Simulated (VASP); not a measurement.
# CdHg2Se3: single point with PBE

The system is CdHg2Se3.

```xyz
12
Lattice="4.4131 0.0000 0.0000 -2.2066 3.8219 0.0000 0.0000 0.0000 21.6238" Properties=species:S:1:pos:R:3 pbc="T T T"
Cd    2.2066    1.2740   14.4037
Cd    0.0000    2.5479    3.5918
Hg    2.2066    1.2740    0.0124
Hg    2.2066    1.2740    7.1962
Hg    0.0000    2.5479   10.8243
Hg    0.0000    2.5479   18.0081
Se    2.2066    1.2740    2.7303
Se    2.2066    1.2740    9.9120
Se    2.2066    1.2740   17.1020
Se    0.0000    2.5479    6.2901
Se    0.0000    2.5479   13.5422
Se    0.0000    2.5479   20.7238
```

| Item | Value |
| --- | --- |
| Program | VASP 6.6.1 |
| Task | single point |
| Functional | PBE |
| Potentials or basis | VASP PAW PBE potentials, release 64 (Cd, Hg, Se) |
| Cutoff | 520 eV |
| k mesh | 6 × 6 × 1 |
| Occupations | gaussian, width 0.2 eV |
| Spin | no spin polarisation |
| Dipole correction | no |
| Further INCAR settings | ALGO = Normal; EDIFF = 1e-06; NBANDS = 66 |

The pressure is 0.2 GPa, the largest force is 0.007 eV/Å and the band gap on the k mesh is zero (filled and empty bands touch).

Forces in eV/Å, atoms in the order of the input:
```
Cd   0.000  0.000  0.001
Cd   0.000  0.000  0.001
Hg   0.000  0.000  0.007
Hg   0.000  0.000  0.004
Hg   0.000  0.000  0.007
Hg   0.000  0.000  0.004
Se   0.000  0.000 -0.003
Se   0.000  0.000 -0.007
Se   0.000  0.000 -0.002
Se   0.000  0.000 -0.002
Se   0.000  0.000 -0.003
Se   0.000  0.000 -0.007
```

Levels at points of the mesh, in eV from the Fermi level:
| k point | band 52 | band 53 | band 54 | band 55 | band 56 | band 57 |
| --- | --- | --- | --- | --- | --- | --- |
| (0.00, 0.00, 0.00) | -0.20 | -0.16 | -0.08 | -0.08 | 0.85 | 0.95 |
| (0.50, 0.00, 0.00) | -1.16 | -1.11 | -0.89 | 1.66 | 2.03 | 2.04 |

Run time: 6.8 min on 1 thread of Intel Xeon 8259CL (shared host), peak memory 0.53 GiB.

Caveat: semilocal functionals underestimate gaps, so a narrow gap can read as zero; spin-orbit coupling is left out, which moves the levels of the heavy elements.
